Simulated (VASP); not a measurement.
# Al (Fm-3m) in VASP: notebook

Al is run at these levels: r2SCAN; tasks: single point, relaxation of cell and atoms.

Program: VASP 6.6.1. These are calculated values, not measurements. Logs are shortened: lines on timing, memory, paths and dates and some standing lists are left out, and cuts for length are marked.

## Step 1: The cell of the first run

The structure is cubic, space group Fm-3m (No. 225). Conventional cell: a = 4.097 Å, b = 4.097 Å, c = 4.097 Å, α = 90.00°, β = 90.00°, γ = 90.00°. Within 3.8 Å of Al (site symmetry m-3m) lie 12 Al at 2.90 Å.

## Step 2: Single point, r2SCAN (17.19 Å³/atom)

File POSCAR:

```
Al
1.0
    0.0000000000      2.0485779551      2.0485779551
    2.0485779551      0.0000000000      2.0485779551
    2.0485779551      2.0485779551      0.0000000000
Al
1
Direct
    0.0000000000      0.0000000000      0.0000000000
```

File INCAR.step1:

```
SYSTEM = Al
PREC = Accurate
ENCUT = 520
ISMEAR = -1
SIGMA = 0.1
LREAL = .FALSE.
LASPH = .TRUE.
NELM = 80
NBANDS = 8
GGA = PE
ALGO = Normal
EDIFF = 1E-4
LWAVE = .TRUE.
LCHARG = .FALSE.
```

File INCAR.step2:

```
SYSTEM = Al
PREC = Accurate
ENCUT = 520
EDIFF = 1E-7
ISMEAR = -1
SIGMA = 0.1
LREAL = .FALSE.
LASPH = .TRUE.
NELM = 80
ALGO = Normal
ISIF = 2
LWAVE = .FALSE.
LCHARG = .FALSE.
METAGGA = R2SCAN
LMIXTAU = .TRUE.
NBANDS = 8
ISTART = 1
```

File KPOINTS:

```
regular mesh
0
G
  22 22 22
  0 0 0
```

Potentials or basis: VASP PAW PBE potentials, release 64 (Al).

On the command line:

```console
> cat potpaw_PBE.64/Al/POTCAR > POTCAR
> cp INCAR.step1 INCAR
> mpirun -np 1 vasp_std > vasp.out
> cp INCAR.step2 INCAR
> mpirun -np 1 vasp_std > vasp.out
```

OUTCAR:

```text
SYSTEM = Al
   PREC = Accurate
   ENCUT = 520
   EDIFF = 1E-7
   ISMEAR = -1
   LREAL = .FALSE.
   LASPH = .TRUE.
   NELM = 80
   ISIF = 2
   METAGGA = R2SCAN
   ISTART = 1

 ion  position               nearest neighbor table
   1  0.000  0.000  0.000-

  LATTYP: Found a face centered cubic cell.
 ALAT       =     4.0971559102

  Lattice vectors:

 A1 = (   0.0000000000,   2.0485779551,   2.0485779551)
 A2 = (   2.0485779551,   0.0000000000,   2.0485779551)
 A3 = (   2.0485779551,   2.0485779551,   0.0000000000)

Analysis of symmetry for initial positions (statically):
=====================================================================
 Subroutine PRICEL returns:
 Original cell was already a primitive cell.

 Routine SETGRP: Setting up the symmetry group for a
 face centered cubic supercell.

 Subroutine GETGRP returns: Found 48 space group operations
 (whereof 48 operations were pure point group operations)
 out of a pool of 48 trial point group operations.

The static configuration has the point symmetry O_h .

Analysis of symmetry for dynamics (positions and initial velocities):
=====================================================================
 Subroutine PRICEL returns:
 Original cell was already a primitive cell.

 Routine SETGRP: Setting up the symmetry group for a
 face centered cubic supercell.

 Subroutine GETGRP returns: Found 48 space group operations
 (whereof 48 operations were pure point group operations)
 out of a pool of 48 trial point group operations.

The dynamic configuration has the point symmetry O_h .

 Subroutine INISYM returns: Found 48 space group operations
 (whereof 48 operations are pure point group operations),
 and found     1 'primitive' translations

----------------------------------------------------------------------------------------

                                     Primitive cell

  volume of cell :      17.1944

  direct lattice vectors                    reciprocal lattice vectors
     0.000000000  2.048577955  2.048577955    -0.244071747  0.244071747  0.244071747
     2.048577955  0.000000000  2.048577955     0.244071747 -0.244071747  0.244071747
     2.048577955  2.048577955  0.000000000     0.244071747  0.244071747 -0.244071747

  length of vectors
     2.897126728  2.897126728  2.897126728     0.422744666  0.422744666  0.422744666

  position of ions in fractional coordinates (direct lattice)
     0.000000000  0.000000000  0.000000000

  ion indices of the primitive-cell ions
   primitive index   ion index
                 1           1

----------------------------------------------------------------------------------------

 KPOINTS: regular mesh

Automatic generation of k-mesh.
 Grid dimensions read from file:
 generate k-points for:   22   22   22

 Generating k-lattice:

  Cartesian coordinates                     Fractional coordinates (reciprocal lattice)
    -0.011094170  0.011094170  0.011094170     0.045454545  0.000000000  0.000000000
     0.011094170 -0.011094170  0.011094170     0.000000000  0.045454545  0.000000000
     0.011094170  0.011094170 -0.011094170     0.000000000  0.000000000  0.045454545

  Length of vectors
     0.019215667  0.019215667  0.019215667

  Shift w.r.t. Gamma in fractional coordinates (k-lattice)
     0.000000000  0.000000000  0.000000000

 Subroutine IBZKPT returns following result:
 ===========================================

 Found    328 irreducible k-points:

 Following reciprocal coordinates:
            Coordinates               Weight
  0.000000  0.000000  0.000000      1.000000
  0.045455  0.000000  0.000000      8.000000
  0.090909  0.000000  0.000000      8.000000
  0.136364  0.000000  0.000000      8.000000
  0.181818  0.000000  0.000000      8.000000
  0.227273  0.000000  0.000000      8.000000
[... 16 lines left out ...]
  0.500000  0.045455  0.000000     24.000000
 -0.454545  0.045455  0.000000     24.000000
 [... further k-points ...]
   k-points           NKPTS =    328   k-points in BZ     NKDIM =    328   number of bands    NBANDS=      8
   number of dos      NEDOS =    301   number of ions     NIONS =      1
   total plane-waves  NPLWV =  13824
   dimension x,y,z NGX =    24 NGY =   24 NGZ =   24
   dimension x,y,z NGXF=    48 NGYF=   48 NGZF=   48
   ions per type =               1
   NGX,Y,Z   is equivalent  to a cutoff of  13.77, 13.77, 13.77 a.u.
   NGXF,Y,Z  is equivalent  to a cutoff of  27.54, 27.54, 27.54 a.u.
 SYSTEM =  Al
   PREC   = accura    normal or accurate (medium, high low for compatibility)
   ISTART =      1    job   : 0-new  1-cont  2-samecut
   ICHARG =      0    charge: 1-file 2-atom 10-const
   ISPIN  =      1    spin polarized calculation?
   LNONCOLLINEAR =      F non collinear calculations
   LSORBIT =      F    spin-orbit coupling
   LASPH  =      T    aspherical Exc in radial PAW
   ENCUT  =  520.0 eV  38.22 Ry    6.18 a.u.   5.39  5.39  5.39*2*pi/ulx,y,z
   NELM   =     80;   NELMIN=  2; NELMDL=  0     # of ELM steps
   EDIFF  = 0.1E-06   stopping-criterion for ELM
   LREAL  =      F    real-space projection
   EDIFFG = 0.1E-05   stopping-criterion for IOM
   NSW    =      0    number of steps for IOM
   IBRION =     -1    ionic relax: 0-MD 1-quasi-New 2-CG
   NFREE  =      0    steps in history (QN), initial steepest desc. (CG)
   ISIF   =      2    stress and relaxation
   ISYM   =      2    0-nonsym 1-usesym 2-fastsym
   POTIM  = 0.5000    time-step for ionic-motion
   TEBEG  =    0.0;   TEEND  =   0.0 temperature during run
   PSTRESS=    0.0 pullay stress
   NELECT =       3.0000    total number of electrons
   NUPDOWN=      -1.0000    fix difference up-down
   EMIN   =  10.00;   EMAX   =-10.00  energy-range for DOS
   EFERMI =   0.00;   METHOD = LEGACY
   ISMEAR =    -1;   SIGMA  =   0.10  broadening in eV -4-tet -1-fermi 0-gaus
   EFERMI_NEDOS =   21; number of points for ismear=-14 and -15
   IALGO  =     38    algorithm
   IMIX   =      4    mixing-type and parameters
     AMIX     =   0.40;   BMIX     =  1.00
     AMIX_MAG =   1.60;   BMIX_MAG =  1.00
  volume/ion in A,a.u.               =      17.19       116.03
  Fermi-wavevector in a.u.,A,eV,Ry     =   0.914786  1.728695 11.385805  0.836833
  Thomas-Fermi vector in A             =   2.039453
   LORBIT       =      0    0 simple, 1 ext, 2 COOP (PROOUT), +10 PAW based schemes
   METAGGA = R2SCAN    functional components
   LHFCALC =     F    Hartree Fock is set to
   AEXX    =    0.0000 exact exchange contribution
   IVDW    =     0    specifies the selected vdW correction
   LEPSILON=     F    determine dielectric tensor
   LRPA    =     F    only Hartree local field effects (RPA)
 non-spin polarized calculation
  energy-cutoff  :      520.00
  volume of cell :       17.19
 maximum number of plane-waves:       483
 NGX is ok and might be reduce to    24
   NGX = 11   NGY = 11   NGZ = 11

 number of electron       3.0000000 magnetization

 Free energy of the ion-electron system (eV)
  ---------------------------------------------------
  ext. energy  EPLUGINS =         0.00000000
  ---------------------------------------------------
  free energy    TOTEN  =        -6.71751323 eV

  energy without entropy =       -6.70545211  energy(sigma->0) =       -6.71148267

 E-fermi :   7.5838     XC(G=0): -10.7542

 val. band max:        7.5776108274   @ k =  -0.4545   0.3636   0.0000
 cond. band min:       7.5891196115   @ k =  -0.3636   0.4091   0.0909
 fundamental gap:      0.0115087840
 Fermi energy:         7.5838219584

 k-point     1 :       0.0000    0.0000    0.0000
  band No.  band energies     occupation
      1      -3.9553      2.00000
      2      20.6877      0.00000
      3      20.6877      0.00000
      4      20.6877      0.00000
      5      22.2529      0.00000
      6      22.2529      0.00000
      7      22.2529      0.00000
      8      24.6624      0.00000

 k-point     2 :       0.0455    0.0000    0.0000
  band No.  band energies     occupation
      1      -3.8971      2.00000
      2      19.5122      0.00000
      3      20.4569      0.00000
      4      20.4569      0.00000
      5      22.5745      0.00000
      6      22.5745      0.00000
      7      22.7636      0.00000
      8      25.2864      0.00000

 k-point     3 :       0.0909    0.0000    0.0000
  band No.  band energies     occupation
      1      -3.7226      2.00000
      2      17.6629      0.00000
      3      20.0289      0.00000
      4      20.0289      0.00000
      5      22.9361      0.00000
      6      23.2640      0.00000
      7      23.2640      0.00000
      8      26.5837      0.00000

 k-point     4 :       0.1364    0.0000    0.0000
  band No.  band energies     occupation
      1      -3.4323      2.00000
      2      15.7522      0.00000
      3      19.6154      0.00000
      4      19.6154      0.00000
      5      22.8470      0.00000
      6      24.0239      0.00000
      7      24.0240      0.00000
      8      25.7301      0.00000

 k-point     5 :       0.1818    0.0000    0.0000
  band No.  band energies     occupation
      1      -3.0268      2.00000
      2      13.8713      0.00000
      3      19.2715      0.00000
      4      19.2715      0.00000
      5      22.6981      0.00000
      6      24.1144      0.00000
      7      24.1144      0.00000
      8      25.6588      0.00000
[... 177 lines left out ...]
 k-point    22 :       0.4545    0.0455    0.0000
  band No.  band energies     occupation
      1       1.4360      2.00000
      2       4.7248      2.00000
      3      18.1245      0.00000
      4      18.6892      0.00000
      5      19.4568      0.00000
      6      21.0710      0.00000
      7      23.5816      0.00000
      8      24.5053      0.00000

 k-point    23 :       0.5000    0.0455    0.0000
  band No.  band energies     occupation
      1       2.5501      2.00000
      2       3.4398      2.00000
      3      18.2332      0.00000
      4      18.4112      0.00000
      5      19.7513      0.00000
      6      20.6234      0.00000
      7      23.9144      0.00000
      8      24.0063      0.00000

 k-point    24 :      -0.4545    0.0455    0.0000
  band No.  band energies     occupation
      1       2.1757      2.00000
      2       3.8484      2.00000
      3      17.8764      0.00000
      4      18.7964      0.00000
      5      20.1448      0.00000
      6      20.2727      0.00000
      7      23.5941      0.00000
      8      24.3534      0.00000

 [... further k-points ...]

------------------------ aborting loop because EDIFF is reached ----------------------------------------

  FORCE on cell =-STRESS in cart. coord.  units (eV):
  Direction    XX          YY          ZZ          XY          YZ          ZX
  --------------------------------------------------------------------------------------
  -------------------------------------------------------------------------------------
  Total       -0.6633644     -0.6633644     -0.6633644     -0.0000000      0.0000000     -0.0000000
  in kB      -61.8123488    -61.8123488    -61.8123488     -0.0000000      0.0000000     -0.0000000
  external PRESSURE =     -61.8123488 kB  Pullay stress =       0.0000000 kB

 VOLUME and BASIS-vectors are now :
 -----------------------------------------------------------------------------
  energy-cutoff  :      520.00
  volume of cell :       17.19
      direct lattice vectors                 reciprocal lattice vectors
     0.000000000  2.048577955  2.048577955    -0.244071747  0.244071747  0.244071747
     2.048577955  0.000000000  2.048577955     0.244071747 -0.244071747  0.244071747
     2.048577955  2.048577955  0.000000000     0.244071747  0.244071747 -0.244071747

 POSITION                                       TOTAL-FORCE (eV/Angst)
 -----------------------------------------------------------------------------------
      0.00000      0.00000      0.00000         0.000000      0.000000     -0.000000
 -----------------------------------------------------------------------------------
    total drift:                                0.000000     -0.000000     -0.000000

  FREE ENERGIE OF THE ION-ELECTRON SYSTEM (eV)
  ---------------------------------------------------
  free  energy   TOTEN  =        -6.7175132254 eV

  energy  without entropy=       -6.7054521137  energy(sigma->0) =       -6.71148267
```

It took 52 s on 1 thread of Intel Xeon 6975P-C (Granite Rapids), shared host; peak memory 0.16 GiB.

What came out:

| Item | Value |
| --- | --- |
| Free energy | -6.7175 eV |
| Pressure | -6.2 GPa |
| Band gap on the k mesh | zero (an odd number of electrons rules out a gap without spin polarisation) |

Caveat: the cell stands under tension; the PAW data sets were made with another functional, which shifts forces and pressure a little.

## Step 3: Single point, r2SCAN (17.83 Å³/atom)

This run uses another cell than the first one, of 17.83 Å³/atom.

File POSCAR:

```
Al
1.0
    0.0000000000      2.0735630755      2.0735630755
    2.0735630755      0.0000000000      2.0735630755
    2.0735630755      2.0735630755      0.0000000000
Al
1
Direct
    0.0000000000      0.0000000000      0.0000000000
```

File INCAR.step1:

```
PREC     = Accurate       # precision mode
ENCUT    = 520            # plane-wave cutoff, eV
ISMEAR   = -1             # smearing method
SIGMA    = 0.1            # smearing width, eV
LREAL    = False          # projectors in reciprocal space
LASPH    = True           # aspherical terms in the spheres
NELM     = 80             # most SCF steps
NBANDS   = 8              # bands
GGA      = PE             # functional
ALGO     = Normal         # electronic algorithm
EDIFF    = 1E-4           # SCF threshold, eV
LWAVE    = True           # write WAVECAR
LCHARG   = False          # write CHGCAR
```

File INCAR.step2:

```
PREC     = Accurate       # precision mode
ENCUT    = 520            # plane-wave cutoff, eV
EDIFF    = 1E-7           # SCF threshold, eV
ISMEAR   = -1             # smearing method
SIGMA    = 0.1            # smearing width, eV
LREAL    = False          # projectors in reciprocal space
LASPH    = True           # aspherical terms in the spheres
NELM     = 80             # most SCF steps
ALGO     = Normal         # electronic algorithm
ISIF     = 2              # what is computed and relaxed
LWAVE    = False          # write WAVECAR
LCHARG   = False          # write CHGCAR
METAGGA  = R2SCAN         # meta-GGA
LMIXTAU  = True         
NBANDS   = 8              # bands
ISTART   = 1
```

File KPOINTS:

```
regular mesh
0
Gamma
  22 22 22
```

Potentials or basis: VASP PAW PBE potentials, release 64 (Al).

On the command line:

```console
> cat potpaw_PBE.64/Al/POTCAR > POTCAR
> cp INCAR.step1 INCAR
> mpirun -np 1 vasp_std > vasp.out
> cp INCAR.step2 INCAR
> mpirun -np 1 vasp_std > vasp.out
```

OUTCAR:

```text
PREC = Accurate
   ENCUT = 520
   EDIFF = 1E-7
   ISMEAR = -1
   LREAL = False
   LASPH = True
   NELM = 80
   ISIF = 2
   METAGGA = R2SCAN
   ISTART = 1

 ion  position               nearest neighbor table
   1  0.000  0.000  0.000-

  LATTYP: Found a face centered cubic cell.
 ALAT       =     4.1471261510

  Lattice vectors:

 A1 = (   0.0000000000,   2.0735630755,   2.0735630755)
 A2 = (   2.0735630755,   0.0000000000,   2.0735630755)
 A3 = (   2.0735630755,   2.0735630755,   0.0000000000)

Analysis of symmetry for initial positions (statically):
=====================================================================
 Subroutine PRICEL returns:
 Original cell was already a primitive cell.

 Routine SETGRP: Setting up the symmetry group for a
 face centered cubic supercell.

 Subroutine GETGRP returns: Found 48 space group operations
 (whereof 48 operations were pure point group operations)
 out of a pool of 48 trial point group operations.

The static configuration has the point symmetry O_h .

Analysis of symmetry for dynamics (positions and initial velocities):
[... 158 lines left out ...]

 val. band max:        7.1875955872   @ k =   0.5000   0.2727   0.0455
 cond. band min:       7.2428008328   @ k =  -0.4545   0.3636   0.0000
 fundamental gap:      0.0552052456
 Fermi energy:         7.2189721472

 k-point     1 :       0.0000    0.0000    0.0000
  band No.  band energies     occupation
      1      -4.0674      2.00000
      2      20.1279      0.00000
      3      20.1279      0.00000
      4      20.1279      0.00000
      5      21.4086      0.00000
      6      21.4086      0.00000
      7      21.4086      0.00000
      8      24.0468      0.00000
[... 243 lines left out ...]
 k-point    24 :      -0.4545    0.0455    0.0000
  band No.  band energies     occupation
      1       1.9355      2.00000
      2       3.5552      2.00000
      3      17.2701      0.00000
      4      18.1566      0.00000
      5      19.4960      0.00000
      6      19.6304      0.00000
      7      22.8555      0.00000
      8      23.6504      0.00000

 [... further k-points ...]

------------------------ aborting loop because EDIFF is reached ----------------------------------------

  FORCE on cell =-STRESS in cart. coord.  units (eV):
  Direction    XX          YY          ZZ          XY          YZ          ZX
  --------------------------------------------------------------------------------------
  -------------------------------------------------------------------------------------
  Total       -0.9188110     -0.9188110     -0.9188110     -0.0000000      0.0000000      0.0000000
  in kB      -82.5572155    -82.5572155    -82.5572155     -0.0000000      0.0000000      0.0000000
  external PRESSURE =     -82.5572155 kB  Pullay stress =       0.0000000 kB

 VOLUME and BASIS-vectors are now :
 -----------------------------------------------------------------------------
  energy-cutoff  :      520.00
  volume of cell :       17.83
      direct lattice vectors                 reciprocal lattice vectors
     0.000000000  2.073563076  2.073563076    -0.241130837  0.241130837  0.241130837
     2.073563076  0.000000000  2.073563076     0.241130837 -0.241130837  0.241130837
     2.073563076  2.073563076  0.000000000     0.241130837  0.241130837 -0.241130837

 POSITION                                       TOTAL-FORCE (eV/Angst)
 -----------------------------------------------------------------------------------
      0.00000      0.00000      0.00000        -0.000000      0.000000      0.000000
 -----------------------------------------------------------------------------------
    total drift:                                0.000000     -0.000000      0.000000

  FREE ENERGIE OF THE ION-ELECTRON SYSTEM (eV)
  ---------------------------------------------------
  free  energy   TOTEN  =        -6.6885958369 eV

  energy  without entropy=       -6.6763182588  energy(sigma->0) =       -6.68245705
```

OUTCAR.step1:

```text
PREC = Accurate
   ENCUT = 520
   ISMEAR = -1
   LREAL = False
   LASPH = True
   NELM = 80
[... 479 lines left out ...]
 POSITION                                       TOTAL-FORCE (eV/Angst)
 -----------------------------------------------------------------------------------
      0.00000      0.00000      0.00000         0.000000      0.000000      0.000000
 -----------------------------------------------------------------------------------
    total drift:                               -0.000000     -0.000000     -0.000000

  FREE ENERGIE OF THE ION-ELECTRON SYSTEM (eV)
  ---------------------------------------------------
  free  energy   TOTEN  =        -3.7308875882 eV

  energy  without entropy=       -3.7177184105  energy(sigma->0) =       -3.72430300
```

Wall time 52 s (1 thread of Intel Xeon 6975P-C (Granite Rapids), shared host); peak memory 0.16 GiB.

Results:

| Quantity | Value |
| --- | --- |
| Free energy | -6.6886 eV |
| Pressure | -8.3 GPa |
| Band gap on the k mesh | zero (an odd number of electrons rules out a gap without spin polarisation) |

Levels at points of the mesh, in eV from the Fermi level:
| k point | band 1 | band 2 | band 3 | band 4 | band 5 |
| --- | --- | --- | --- | --- | --- |
| (0.00, 0.00, 0.00) | -11.29 | 12.91 | 12.91 | 12.91 | 14.19 |
| (0.50, 0.00, 0.00) | -4.67 | -4.42 | 11.48 | 11.48 | 11.73 |
| (0.50, 0.50, 0.00) | -2.96 | -1.61 | 5.46 | 5.64 | 5.64 |

Caveat: the cell stands under tension; the PAW data sets were made with another functional, which shifts forces and pressure a little.

[end of part 1 of 2]
